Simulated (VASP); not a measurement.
# Hf (P6_3/mmc) in VASP: a series of runs

Runs on Hf. Level: PBE. Tasks: single point.

All numbers are computed with VASP 6.6.1; they aren't measurements. Logs are shortened: lines on timing, memory, paths and dates and some standing lists are left out, and cuts for length are marked.

## 1. The cell of the first run

It takes space group P6_3/mmc (No. 194, hexagonal). Conventional cell: a = 2.981 Å, b = 2.981 Å, c = 4.662 Å, α = 90.00°, β = 90.00°, γ = 120.00°. Hf (site symmetry -6m2) has 12 Hf at 2.90 to 2.98 Å within 3.8 Å.

## 2. Single point, PBE

Contents of INCAR:

```
ALGO = Normal ; EDIFF = 1E-6
ENCUT = 500 ; GGA = PE
GGA_COMPAT = F ; ISIF = 2
ISMEAR = 0 ; LASPH = T
LCHARG = F ; LREAL = F
LWAVE = F ; NBANDS = 17
NELM = 120 ; PREC = Accurate
SIGMA = 0.15
```

Contents of KPOINTS:

```
k-points
0
Gamma
  18 18 10
```

Contents of POSCAR:

```
Hf
1.0
    2.9805000000      0.0000000000      0.0000000000
   -1.4902500000      2.5811887160      0.0000000000
    0.0000000000      0.0000000000      4.6623000000
Hf
2
Direct
    0.3333333333      0.6666666667      0.2500000000
    0.6666666667      0.3333333333      0.7500000000
```

Potentials or basis: VASP PAW PBE potentials, release 64 (Hf_pv).

Run with:

```
> cat potpaw_PBE.64/Hf_pv/POTCAR > POTCAR
> mpirun -np 1 vasp_std > vasp.out
```

OUTCAR:

```text
EDIFF = 1E-6
   ENCUT = 500
   GGA = PE
   ISIF = 2
   ISMEAR = 0
   LASPH = T
   LREAL = F
   NELM = 120
   PREC = Accurate

 ion  position               nearest neighbor table
   1  0.333  0.667  0.250-   2 2.90   2 2.90   2 2.90   2 2.90   2 2.90   2 2.90
   2  0.667  0.333  0.750-   1 2.90   1 2.90   1 2.90   1 2.90   1 2.90   1 2.90

  LATTYP: Found a hexagonal cell.
 ALAT       =     2.9805000000
 C/A-ratio  =     1.5642677403

  Lattice vectors:

 A1 = (   2.9805000000,   0.0000000000,   0.0000000000)
 A2 = (  -1.4902500000,   2.5811887160,   0.0000000000)
 A3 = (   0.0000000000,   0.0000000000,   4.6623000000)

Analysis of symmetry for initial positions (statically):
=====================================================================
 Subroutine PRICEL returns:
 Original cell was already a primitive cell.

 Routine SETGRP: Setting up the symmetry group for a
 hexagonal supercell.

 Subroutine GETGRP returns: Found 24 space group operations
 (whereof 12 operations were pure point group operations)
 out of a pool of 24 trial point group operations.

The static configuration has the point symmetry D_3d.
 The point group associated with its full space group is D_6h.

Analysis of symmetry for dynamics (positions and initial velocities):
=====================================================================
 Subroutine PRICEL returns:
 Original cell was already a primitive cell.

 Routine SETGRP: Setting up the symmetry group for a
 hexagonal supercell.

 Subroutine GETGRP returns: Found 24 space group operations
 (whereof 12 operations were pure point group operations)
 out of a pool of 24 trial point group operations.

The dynamic configuration has the point symmetry D_3d.
 The point group associated with its full space group is D_6h.

 Subroutine INISYM returns: Found 24 space group operations
 (whereof 12 operations are pure point group operations),
 and found     1 'primitive' translations

----------------------------------------------------------------------------------------

                                     Primitive cell

  volume of cell :      35.8682

  direct lattice vectors                    reciprocal lattice vectors
     2.980500000  0.000000000  0.000000000     0.335514175  0.193709200  0.000000000
    -1.490250000  2.581188716  0.000000000     0.000000000  0.387418399  0.000000000
     0.000000000  0.000000000  4.662300000     0.000000000  0.000000000  0.214486412

  length of vectors
     2.980500000  2.980500000  4.662300000     0.387418399  0.387418399  0.214486412

  position of ions in fractional coordinates (direct lattice)
     0.333333333  0.666666667  0.250000000
     0.666666667  0.333333333  0.750000000

  ion indices of the primitive-cell ions
   primitive index   ion index
                 1           1
                 2           2

----------------------------------------------------------------------------------------

 KPOINTS: k-points

Automatic generation of k-mesh.
 Grid dimensions read from file:
 generate k-points for:   18   18   10

 Generating k-lattice:

  Cartesian coordinates                     Fractional coordinates (reciprocal lattice)
     0.018639676  0.010761622  0.000000000     0.055555556  0.000000000  0.000000000
     0.000000000  0.021523244  0.000000000     0.000000000  0.055555556  0.000000000
     0.000000000  0.000000000  0.021448641     0.000000000  0.000000000  0.100000000

  Length of vectors
     0.021523244  0.021523244  0.021448641

  Shift w.r.t. Gamma in fractional coordinates (k-lattice)
     0.000000000  0.000000000  0.000000000

 Subroutine IBZKPT returns following result:
 ===========================================

 Found    222 irreducible k-points:

 Following reciprocal coordinates:
            Coordinates               Weight
  0.000000  0.000000  0.000000      1.000000
  0.055556 -0.000000  0.000000      6.000000
  0.111111 -0.000000  0.000000      6.000000
  0.166667  0.000000  0.000000      6.000000
  0.222222  0.000000  0.000000      6.000000
  0.277778  0.000000  0.000000      6.000000
[... 16 lines left out ...]
  0.333333  0.111111  0.000000     12.000000
  0.388889  0.111111  0.000000     12.000000
 [... further k-points ...]
   k-points           NKPTS =    222   k-points in BZ     NKDIM =    222   number of bands    NBANDS=     17
   number of dos      NEDOS =    301   number of ions     NIONS =      2
   total plane-waves  NPLWV =  20736
   dimension x,y,z NGX =    24 NGY =   24 NGZ =   36
   dimension x,y,z NGXF=    48 NGYF=   48 NGZF=   72
   ions per type =               2
   NGX,Y,Z   is equivalent  to a cutoff of  13.39, 13.39, 12.84 a.u.
   NGXF,Y,Z  is equivalent  to a cutoff of  26.77, 26.77, 25.67 a.u.
 SYSTEM =  unknown system
   PREC   = accura    normal or accurate (medium, high low for compatibility)
   ISTART =      0    job   : 0-new  1-cont  2-samecut
   ICHARG =      2    charge: 1-file 2-atom 10-const
   ISPIN  =      1    spin polarized calculation?
   LNONCOLLINEAR =      F non collinear calculations
   LSORBIT =      F    spin-orbit coupling
   LASPH  =      T    aspherical Exc in radial PAW
   ENCUT  =  500.0 eV  36.75 Ry    6.06 a.u.   5.43  5.43  8.50*2*pi/ulx,y,z
   NELM   =    120;   NELMIN=  2; NELMDL= -5     # of ELM steps
   EDIFF  = 0.1E-05   stopping-criterion for ELM
   LREAL  =      F    real-space projection
   EDIFFG = 0.1E-04   stopping-criterion for IOM
   NSW    =      0    number of steps for IOM
   IBRION =     -1    ionic relax: 0-MD 1-quasi-New 2-CG
   NFREE  =      0    steps in history (QN), initial steepest desc. (CG)
   ISIF   =      2    stress and relaxation
   ISYM   =      2    0-nonsym 1-usesym 2-fastsym
   POTIM  = 0.5000    time-step for ionic-motion
   TEBEG  =    0.0;   TEEND  =   0.0 temperature during run
   PSTRESS=    0.0 pullay stress
   NELECT =      20.0000    total number of electrons
   NUPDOWN=      -1.0000    fix difference up-down
   EMIN   =  10.00;   EMAX   =-10.00  energy-range for DOS
   EFERMI =   0.00;   METHOD = LEGACY
   ISMEAR =     0;   SIGMA  =   0.15  broadening in eV -4-tet -1-fermi 0-gaus
   EFERMI_NEDOS =   21; number of points for ismear=-14 and -15
   IALGO  =     38    algorithm
   IMIX   =      4    mixing-type and parameters
     AMIX     =   0.40;   BMIX     =  1.00
     AMIX_MAG =   1.60;   BMIX_MAG =  1.00
  volume/ion in A,a.u.               =      17.93       121.03
  Fermi-wavevector in a.u.,A,eV,Ry     =   1.347458  2.546326 24.703311  1.815642
  Thomas-Fermi vector in A             =   2.475207
   LORBIT       =      0    0 simple, 1 ext, 2 COOP (PROOUT), +10 PAW based schemes
   GGA     = PE    functional components
   LHFCALC =     F    Hartree Fock is set to
   AEXX    =    0.0000 exact exchange contribution
   IVDW    =     0    specifies the selected vdW correction
   LEPSILON=     F    determine dielectric tensor
   LRPA    =     F    only Hartree local field effects (RPA)
 non-spin polarized calculation
 Gauss-broadening in eV      SIGMA  =   0.15
  energy-cutoff  :      500.00
  volume of cell :       35.87
 maximum number of plane-waves:       935
 NGX is ok and might be reduce to    24
   NGX = 11   NGY = 11   NGZ = 17

 number of electron      20.0000000 magnetization

 Free energy of the ion-electron system (eV)
  ---------------------------------------------------
  ext. energy  EPLUGINS =         0.00000000
  ---------------------------------------------------
  free energy    TOTEN  =       -19.00349604 eV

  energy without entropy =      -18.98781505  energy(sigma->0) =      -18.99565554

 E-fermi :   6.6030     XC(G=0): -12.3339

 val. band max:        6.5987640984   @ k =   0.1111  -0.0000   0.2000
 cond. band min:       6.6255860737   @ k =   0.3333   0.2222   0.5000
 fundamental gap:      0.0268219753
 Fermi energy:         6.6030457902

 k-point     1 :       0.0000    0.0000    0.0000
  band No.  band energies     occupation
      1     -24.5836      2.00000
      2     -23.0992      2.00000
      3     -23.0992      2.00000
      4     -22.8366      2.00000
      5     -22.8366      2.00000
      6     -22.7919      2.00000
[... 9 lines left out ...]
     16       9.5590      0.00000
     17      13.1206      0.00000

 k-point     2 :       0.0556   -0.0000    0.0000
  band No.  band energies     occupation
      1     -24.5675      2.00000
      2     -23.1349      2.00000
      3     -23.1113      2.00000
      4     -22.8748      2.00000
      5     -22.8405      2.00000
      6     -22.7996      2.00000
[... 9 lines left out ...]
     16       9.4341      0.00000
     17      13.2406      0.00000

 k-point     3 :       0.1111   -0.0000    0.0000
  band No.  band energies     occupation
      1     -24.5203      2.00000
      2     -23.2376      2.00000
      3     -23.1454      2.00000
      4     -22.9826      2.00000
      5     -22.8524      2.00000
      6     -22.8230      2.00000
[... 9 lines left out ...]
     16       9.2842      0.00000
     17      13.5290      0.00000

 k-point     4 :       0.1667    0.0000    0.0000
  band No.  band energies     occupation
      1     -24.4445      2.00000
      2     -23.3942      2.00000
      3     -23.1957      2.00000
      4     -23.1416      2.00000
      5     -22.8720      2.00000
      6     -22.8621      2.00000
[... 9 lines left out ...]
     16       9.8106      0.00000
     17      13.8841      0.00000
[... 343 lines left out ...]
      1     -24.0631      2.00000
      2     -23.9520      2.00000
      3     -23.7323      2.00000
      4     -23.3918      2.00000
      5     -23.0916      2.00000
      6     -23.0350      2.00000
[... 9 lines left out ...]
     16      13.1630      0.00000
     17      14.4215      0.00000

 k-point    23 :       0.3333    0.1111    0.0000
  band No.  band energies     occupation
      1     -24.0929      2.00000
      2     -23.9404      2.00000
      3     -23.8204      2.00000
      4     -23.4646      2.00000
      5     -23.1789      2.00000
      6     -23.0654      2.00000
[... 9 lines left out ...]
     16      14.2451      0.00000
     17      14.5202      0.00000

 k-point    24 :       0.3889    0.1111    0.0000
  band No.  band energies     occupation
      1     -24.1835      2.00000
      2     -23.8775      2.00000
      3     -23.8402      2.00000
      4     -23.5113      2.00000
      5     -23.2559      2.00000
      6     -23.0851      2.00000
[... 9 lines left out ...]
     16      14.5749      0.00000
     17      15.2133      0.00000

 [... further k-points ...]

------------------------ aborting loop because EDIFF is reached ----------------------------------------

  FORCE on cell =-STRESS in cart. coord.  units (eV):
  Direction    XX          YY          ZZ          XY          YZ          ZX
  --------------------------------------------------------------------------------------
  -------------------------------------------------------------------------------------
  Total        7.6482670      7.6482670      8.6085197      0.0000000      0.0000000      0.0000000
  in kB      341.6367065    341.6367065    384.5297651      0.0000000      0.0000000      0.0000000
  external PRESSURE =     355.9343927 kB  Pullay stress =       0.0000000 kB

 VOLUME and BASIS-vectors are now :
 -----------------------------------------------------------------------------
  energy-cutoff  :      500.00
  volume of cell :       35.87
      direct lattice vectors                 reciprocal lattice vectors
     2.980500000  0.000000000  0.000000000     0.335514175  0.193709200  0.000000000
    -1.490250000  2.581188716  0.000000000     0.000000000  0.387418399  0.000000000
     0.000000000  0.000000000  4.662300000     0.000000000  0.000000000  0.214486412

 POSITION                                       TOTAL-FORCE (eV/Angst)
 -----------------------------------------------------------------------------------
     -0.00000      1.72079      1.16558        -0.000000      0.000000      0.000000
      1.49025      0.86040      3.49673         0.000000     -0.000000      0.000000
 -----------------------------------------------------------------------------------
    total drift:                               -0.000000      0.000000     -0.000000

  FREE ENERGIE OF THE ION-ELECTRON SYSTEM (eV)
  ---------------------------------------------------
  free  energy   TOTEN  =       -19.0034960405 eV

  energy  without entropy=      -18.9878150488  energy(sigma->0) =      -18.99565554
```

Wall time 2.1 min (1 thread of Intel Xeon 8259CL, shared host); peak memory 0.24 GiB.

What came out:

| Item | Value |
| --- | --- |
| Free energy | -19.0035 eV |
| Pressure | 35.6 GPa |
| Band gap on the k mesh | zero (bands 10 and 11 overlap by 1.65 eV) |

Caveat: the cell stands under pressure; spin-orbit coupling is left out, which moves the levels of the heavy elements.

## 3. Single point, PBE

This run uses another cell than the first one, of 27.87 Å³/atom.

Contents of INCAR:

```
PREC = Accurate ; ENCUT = 500
EDIFF = 1E-6 ; ISMEAR = 0
SIGMA = 0.15 ; LREAL = False
LASPH = True ; NELM = 120
ALGO = Normal ; ISIF = 2
LWAVE = False ; LCHARG = True
GGA = PE ; LELF = True
LVHAR = True ; NBANDS = 17
GGA_COMPAT = False
```

Contents of KPOINTS:

```
regular mesh
0
Gamma
  18 18 10
```

Contents of POSCAR:

```
Hf
1.0
    3.4292000000      0.0000000000      0.0000000000
   -1.7146000000      2.9697743147      0.0000000000
    0.0000000000      0.0000000000      5.4731000000
Hf
2
Direct
    0.3333333333      0.6666666667      0.2500000000
    0.6666666667      0.3333333333      0.7500000000
```

Potentials or basis: VASP PAW PBE potentials, release 64 (Hf_pv).

Run with:

```
> cat potpaw_PBE.64/Hf_pv/POTCAR > POTCAR
> mpirun -np 1 vasp_std > vasp.out
```

OUTCAR:

```text
PREC = Accurate
   ENCUT = 500
   EDIFF = 1E-6
   ISMEAR = 0
   LREAL = False
   LASPH = True
   NELM = 120
   ISIF = 2
   GGA = PE

 ion  position               nearest neighbor table
   1  0.333  0.667  0.250-   2 3.38   2 3.38   2 3.38   2 3.38   2 3.38   2 3.38
   2  0.667  0.333  0.750-   1 3.38   1 3.38   1 3.38   1 3.38   1 3.38   1 3.38

  LATTYP: Found a hexagonal cell.
 ALAT       =     3.4292000000
 C/A-ratio  =     1.5960282282

  Lattice vectors:

[... 669 lines left out ...]

------------------------ aborting loop because EDIFF is reached ----------------------------------------

  FORCE on cell =-STRESS in cart. coord.  units (eV):
  Direction    XX          YY          ZZ          XY          YZ          ZX
  --------------------------------------------------------------------------------------
  -------------------------------------------------------------------------------------
  Total       -5.4391123     -5.4391123     -5.8603975      0.0000000      0.0000000      0.0000000
  in kB     -156.3467871   -156.3467871   -168.4565937      0.0000000      0.0000000      0.0000000
  external PRESSURE =    -160.3833893 kB  Pullay stress =       0.0000000 kB

 VOLUME and BASIS-vectors are now :
 -----------------------------------------------------------------------------
  energy-cutoff  :      500.00
  volume of cell :       55.74
      direct lattice vectors                 reciprocal lattice vectors
     3.429200000  0.000000000  0.000000000     0.291613204  0.168362962  0.000000000
    -1.714600000  2.969774315  0.000000000     0.000000000  0.336725924  0.000000000
     0.000000000  0.000000000  5.473100000     0.000000000  0.000000000  0.182711809

 POSITION                                       TOTAL-FORCE (eV/Angst)
 -----------------------------------------------------------------------------------
     -0.00000      1.97985      1.36827        -0.000000      0.000000      0.000000
      1.71460      0.98992      4.10482         0.000000      0.000000      0.000000
 -----------------------------------------------------------------------------------
    total drift:                               -0.000000      0.000000     -0.000000

  FREE ENERGIE OF THE ION-ELECTRON SYSTEM (eV)
  ---------------------------------------------------
  free  energy   TOTEN  =       -19.2194024293 eV

  energy  without entropy=      -19.1988242842  energy(sigma->0) =      -19.20911336
```

Run time: 3.7 min. Hardware: 1 thread of Intel Xeon 8259CL, shared host; peak memory 0.31 GiB.

Results:

- Free energy: -19.2194 eV
- Pressure: -16.0 GPa
- Band gap on the k mesh: zero (bands 10 and 11 overlap by 1.57 eV)

Caveat: the cell stands under tension; spin-orbit coupling is left out, which moves the levels of the heavy elements.

## 4. Single point, PBE

This run uses another cell than the first one, of 22.54 Å³/atom.

Contents of INCAR:

```
PREC = Accurate ; ENCUT = 500
EDIFF = 1E-6 ; ISMEAR = 0
SIGMA = 0.15 ; LREAL = F
LASPH = T ; NELM = 120
ALGO = Normal ; ISIF = 2
LWAVE = F ; LCHARG = T
GGA = PE ; LELF = T
LVHAR = T ; NBANDS = 17
GGA_COMPAT = F
```

Contents of KPOINTS:

```
Automatic mesh
0
Gamma
  18 18 10
```

Contents of POSCAR:

```
Hf
1.0
    3.2048170381      0.0000000000      0.0000000000
   -1.6024085190      2.7754529695      0.0000000000
    0.0000000000      0.0000000000      5.0676933209
Hf
2
Direct
    0.3333333333      0.6666666667      0.2500000000
    0.6666666667      0.3333333333      0.7500000000
```

Run with:

```
> cat potpaw_PBE.64/Hf_pv/POTCAR > POTCAR
> mpirun -np 1 vasp_std > vasp.out
```

Run time: 2.1 min. Hardware: 1 thread of Intel Xeon 8259CL, shared host; peak memory 0.26 GiB.

Results (log left out):

* Free energy: -19.8584 eV
* Pressure: -0.4 GPa
* Band gap on the k mesh: zero (bands 10 and 11 overlap by 1.61 eV)

Stress tensor (GPa, compression positive):
```
-0.41  0.00  0.00
 0.00 -0.41  0.00
 0.00  0.00 -0.51
```

Levels at points of the mesh, in eV from the Fermi level:
```
           k point  band 8  band 9  band 10  band 11  band 12  band 13
(0.00, 0.00, 0.00)   -3.69    0.62     1.17     1.17     1.45     1.99
(0.50, 0.00, 0.00)   -2.72   -2.21    -0.82     0.79     0.86     1.67
(0.00, 0.00, 0.50)   -5.39    0.15     0.15     1.06     1.06     1.06
(0.50, 0.00, 0.50)   -3.39   -0.98    -0.98     1.15     1.15     2.63
```

Caveat: spin-orbit coupling is left out, which moves the levels of the heavy elements.

## 5. Overview

```tsv
cell	gap on the mesh (eV)	pressure (GPa)
a = 2.981, b = 2.981, c = 4.662 Å, angles 90.0, 90.0, 120.0°, 2 atoms	none	35.6
a = 3.429, b = 3.429, c = 5.473 Å, angles 90.0, 90.0, 120.0°, 2 atoms	none	-16.0
a = 3.205, b = 3.205, c = 5.068 Å, angles 90.0, 90.0, 120.0°, 2 atoms	none	-0.4
```

Alike in all rows: task single point; level PBE; potentials or basis VASP PAW PBE potentials, release 64 (Hf_pv); no spin polarisation; k mesh 18 × 18 × 10; cutoff (eV) 500; smearing gaussian 0.15 eV.

Caveats: spin-orbit coupling is left out, which moves the levels of the heavy elements; the cell stands under pressure (at least some runs); the cell stands under tension (at least some runs).

Absolute energies hang on the potentials; compare differences alone.
